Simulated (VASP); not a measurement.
# RuRh2 (P4_2/nmc) in VASP: single point with PBE

Aim: the single point of RuRh2 with PBE.

Program: VASP 6.6.1. These are calculated values, not measurements. Logs are shortened: lines on timing, memory, paths and dates and some standing lists are left out, and cuts for length are marked.

**1. The cell of the first run**

The structure is tetragonal, space group P4_2/nmc (No. 137). The conventional cell has a = 3.856 Å, b = 3.856 Å, c = 5.551 Å, α = 90.00°, β = 90.00°, γ = 90.00°. Ru (site symmetry -4m2) has 8 Rh at 2.23 to 2.54 Å within 3.0 Å. Within 3.0 Å of Rh (site symmetry 2mm) lie 4 Ru at 2.23 to 2.54 Å and 6 Rh at 2.78 Å.

**2. Single point, PBE**

INCAR

```
SYSTEM = RuRh2
  PREC = Accurate
  ENCUT = 620
  EDIFF = 1E-6
  ISMEAR = 0
  SIGMA = 0.1
  LREAL = .False.
  LASPH = .True.
  NELM = 120
  ALGO = Normal
  ISIF = 2
  LWAVE = .False.
  LCHARG = .False.
  GGA = PE
  NBANDS = 59
  GGA_COMPAT = .False.
```

KPOINTS

```
Automatic mesh
0
Gamma
  6 6 4
  0 0 0
```

POSCAR

```
RuRh2
1.0
    3.8558879683      0.0000000000      0.0000000000
    0.0000000000      3.8558879683      0.0000000000
    0.0000000000      0.0000000000      5.5509946921
Ru Rh
2 4
Direct
    0.0000000000      0.0000000000      0.0000000000
    0.5000000000      0.5000000000      0.5000000000
    0.0000000000      0.5000000000      0.2030000000
    0.0000000000      0.5000000000      0.7030000000
    0.5000000000      0.0000000000      0.2970000000
    0.5000000000      0.0000000000      0.7970000000
```

Potentials or basis: VASP PAW PBE potentials, release 64 (Ru_sv, Rh_sv_GW).

Run with:

```bash
> cat potpaw_PBE.64/Ru_sv/POTCAR potpaw_PBE.64/Rh_sv_GW/POTCAR > POTCAR
> mpirun -np 1 vasp_std > vasp.out
```

OUTCAR:

```text
SYSTEM = RuRh2
   PREC = Accurate
   ENCUT = 620
   EDIFF = 1E-6
   ISMEAR = 0
   LREAL = .False.
   LASPH = .True.
   NELM = 120
   ISIF = 2
   GGA = PE

 ion  position               nearest neighbor table
   1  0.000  0.000  0.000-   3 2.23   6 2.23   3 2.23   6 2.23   5 2.54   4 2.54   5 2.54   4 2.54

   2  0.500  0.500  0.500-   4 2.23   5 2.23   5 2.23   4 2.23   3 2.54   6 2.54   3 2.54   6 2.54

   3  0.000  0.500  0.203-   1 2.23   1 2.23   2 2.54   2 2.54
   4  0.000  0.500  0.703-   2 2.23   2 2.23   1 2.54   1 2.54
   5  0.500  0.000  0.297-   2 2.23   2 2.23   1 2.54   1 2.54
   6  0.500  0.000  0.797-   1 2.23   1 2.23   2 2.54   2 2.54

  LATTYP: Found a simple tetragonal cell.
 ALAT       =     3.8558879683
 C/A-ratio  =     1.4396151386

  Lattice vectors:

 A1 = (   3.8558879683,   0.0000000000,   0.0000000000)
 A2 = (   0.0000000000,   3.8558879683,   0.0000000000)
 A3 = (   0.0000000000,   0.0000000000,   5.5509946921)

Analysis of symmetry for initial positions (statically):
=====================================================================
 Subroutine PRICEL returns:
 Original cell was already a primitive cell.

 Routine SETGRP: Setting up the symmetry group for a
 simple tetragonal supercell.

 Subroutine GETGRP returns: Found 16 space group operations
 (whereof  8 operations were pure point group operations)
 out of a pool of 16 trial point group operations.

The static configuration has the point symmetry D_2d.
 The point group associated with its full space group is D_4h.

Analysis of symmetry for dynamics (positions and initial velocities):
=====================================================================
 Subroutine PRICEL returns:
 Original cell was already a primitive cell.

 Routine SETGRP: Setting up the symmetry group for a
 simple tetragonal supercell.

 Subroutine GETGRP returns: Found 16 space group operations
 (whereof  8 operations were pure point group operations)
 out of a pool of 16 trial point group operations.

The dynamic configuration has the point symmetry D_2d.
 The point group associated with its full space group is D_4h.

 Subroutine INISYM returns: Found 16 space group operations
 (whereof  8 operations are pure point group operations),
 and found     1 'primitive' translations

----------------------------------------------------------------------------------------

[... 90 lines left out ...]
 SYSTEM =  RuRh2
   PREC   = accura    normal or accurate (medium, high low for compatibility)
   ISTART =      0    job   : 0-new  1-cont  2-samecut
   ICHARG =      2    charge: 1-file 2-atom 10-const
   ISPIN  =      1    spin polarized calculation?
   LNONCOLLINEAR =      F non collinear calculations
   LSORBIT =      F    spin-orbit coupling
   LASPH  =      T    aspherical Exc in radial PAW
   ENCUT  =  620.0 eV  45.57 Ry    6.75 a.u.   7.83  7.83 11.27*2*pi/ulx,y,z
   NELM   =    120;   NELMIN=  2; NELMDL= -5     # of ELM steps
   EDIFF  = 0.1E-05   stopping-criterion for ELM
   LREAL  =      F    real-space projection
[... 7 lines left out ...]
   TEBEG  =    0.0;   TEEND  =   0.0 temperature during run
   PSTRESS=    0.0 pullay stress
   NELECT =     100.0000    total number of electrons
   NUPDOWN=      -1.0000    fix difference up-down
   EMIN   =  10.00;   EMAX   =-10.00  energy-range for DOS
   EFERMI =   0.00;   METHOD = LEGACY
   ISMEAR =     0;   SIGMA  =   0.10  broadening in eV -4-tet -1-fermi 0-gaus
   EFERMI_NEDOS =   21; number of points for ismear=-14 and -15
   IALGO  =     38    algorithm
   IMIX   =      4    mixing-type and parameters
     AMIX     =   0.40;   BMIX     =  1.00
     AMIX_MAG =   1.60;   BMIX_MAG =  1.00
  volume/ion in A,a.u.               =      13.76        92.82
  Fermi-wavevector in a.u.,A,eV,Ry     =   1.745293  3.298125 41.443983  3.046047
  Thomas-Fermi vector in A             =   2.817008
   LORBIT       =      0    0 simple, 1 ext, 2 COOP (PROOUT), +10 PAW based schemes
   GGA     = PE    functional components
   LHFCALC =     F    Hartree Fock is set to
   AEXX    =    0.0000 exact exchange contribution
   IVDW    =     0    specifies the selected vdW correction
   LEPSILON=     F    determine dielectric tensor
   LRPA    =     F    only Hartree local field effects (RPA)
 non-spin polarized calculation
 Gauss-broadening in eV      SIGMA  =   0.10
  energy-cutoff  :      620.00
  volume of cell :       82.53
 maximum number of plane-waves:      2910
 NGX is ok and might be reduce to    32
   NGX = 15   NGY = 15   NGZ = 23

 number of electron     100.0000044 magnetization

 Free energy of the ion-electron system (eV)
  ---------------------------------------------------
  ext. energy  EPLUGINS =         0.00000000
  ---------------------------------------------------
  free energy    TOTEN  =       -36.51296927 eV

  energy without entropy =      -36.48485948  energy(sigma->0) =      -36.49891438

 E-fermi :  12.6000     XC(G=0): -13.8601

 val. band max:       12.5818141188   @ k =   0.3333   0.3333   0.5000
 cond. band min:      12.6283552457   @ k =   0.1667   0.1667   0.2500
 fundamental gap:      0.0465411269
 Fermi energy:        12.6000339976

 k-point     1 :       0.0000    0.0000    0.0000
  band No.  band energies     occupation
      1     -66.5617      2.00000
      2     -66.5175      2.00000
      3     -66.4905      2.00000
      4     -66.4720      2.00000
      5     -61.1172      2.00000
      6     -61.0996      2.00000
[... 1477 lines left out ...]
     58      15.0332      0.00000
     59      22.6460      0.00000

 [... further k-points ...]
[... 5 lines left out ...]
  --------------------------------------------------------------------------------------
  -------------------------------------------------------------------------------------
  Total       36.2281904     36.2281904     32.9202158      0.0000000      0.0000000      0.0000000
  in kB      703.2951090    703.2951090    639.0776491      0.0000000      0.0000000      0.0000000
  external PRESSURE =     681.8892891 kB  Pullay stress =       0.0000000 kB

 VOLUME and BASIS-vectors are now :
 -----------------------------------------------------------------------------
  energy-cutoff  :      620.00
  volume of cell :       82.53
      direct lattice vectors                 reciprocal lattice vectors
     3.855887968  0.000000000  0.000000000     0.259343635  0.000000000  0.000000000
     0.000000000  3.855887968  0.000000000     0.000000000  0.259343635  0.000000000
     0.000000000  0.000000000  5.550994692     0.000000000  0.000000000  0.180147893

 POSITION                                       TOTAL-FORCE (eV/Angst)
 -----------------------------------------------------------------------------------
      0.00000      0.00000      0.00000        -0.000000     -0.000000      0.000000
      1.92794      1.92794      2.77550         0.000000      0.000000      0.000000
      0.00000      1.92794      1.12685        -0.000000      0.000000      2.373956
      0.00000      1.92794      3.90235        -0.000000     -0.000000      2.373956
      1.92794      0.00000      1.64865         0.000000      0.000000     -2.373956
      1.92794      0.00000      4.42414         0.000000      0.000000     -2.373956
 -----------------------------------------------------------------------------------
    total drift:                                0.000000      0.000000      0.000000

  FREE ENERGIE OF THE ION-ELECTRON SYSTEM (eV)
  ---------------------------------------------------
  free  energy   TOTEN  =       -36.5129692745 eV

  energy  without entropy=      -36.4848594817  energy(sigma->0) =      -36.49891438
```

Wall time 2.8 min (1 thread of Intel Xeon Platinum 8488C (Sapphire Rapids), shared host); peak memory 0.32 GiB.

What came out:

```
Free energy            : -36.5130 eV
Pressure               : 68.2 GPa
Largest force          : 2.374 eV/Å
Band gap on the k mesh : zero (bands 50 and 51 overlap by 0.79 eV)
```

Forces on the atoms (eV/Å):
```
Ru   0.000  0.000  0.000
Ru   0.000  0.000  0.000
Rh   0.000  0.000  2.374
Rh   0.000  0.000  2.374
Rh   0.000  0.000 -2.374
Rh   0.000  0.000 -2.374
```

Stress tensor (GPa, compression positive):
```
70.33  0.00  0.00
 0.00 70.33  0.00
 0.00  0.00 63.91
```

Levels at points of the mesh, in eV from the Fermi level:
| k point | band 47 | band 48 | band 49 | band 50 | band 51 | band 52 | band 53 | band 54 |
| --- | --- | --- | --- | --- | --- | --- | --- | --- |
| (0.00, 0.00, 0.00) | -0.40 | -0.40 | -0.29 | 0.06 | 0.19 | 0.44 | 0.89 | 1.05 |
| (0.50, 0.00, 0.00) | -1.58 | -1.58 | -0.35 | -0.35 | 0.30 | 0.30 | 0.53 | 0.53 |
| (0.50, 0.50, 0.00) | -0.28 | -0.28 | 0.08 | 0.08 | 0.72 | 0.72 | 1.30 | 1.30 |
| (0.00, 0.00, 0.50) | -1.37 | -1.37 | -0.79 | -0.79 | 0.03 | 0.03 | 0.51 | 0.51 |
| (0.50, 0.00, 0.50) | -1.20 | -1.20 | -0.43 | -0.43 | 0.16 | 0.16 | 0.56 | 0.56 |
| (0.50, 0.50, 0.50) | -0.75 | -0.75 | 0.47 | 0.47 | 0.47 | 0.47 | 1.05 | 1.05 |

Caveat: the stress differs along the axes, from 64 to 70 GPa; forces of over 1 eV/Å act on the atoms, so gaps and moduli don't describe the material at rest.

The gap in the log of VASP goes by the Fermi energy; the results here count the filled bands.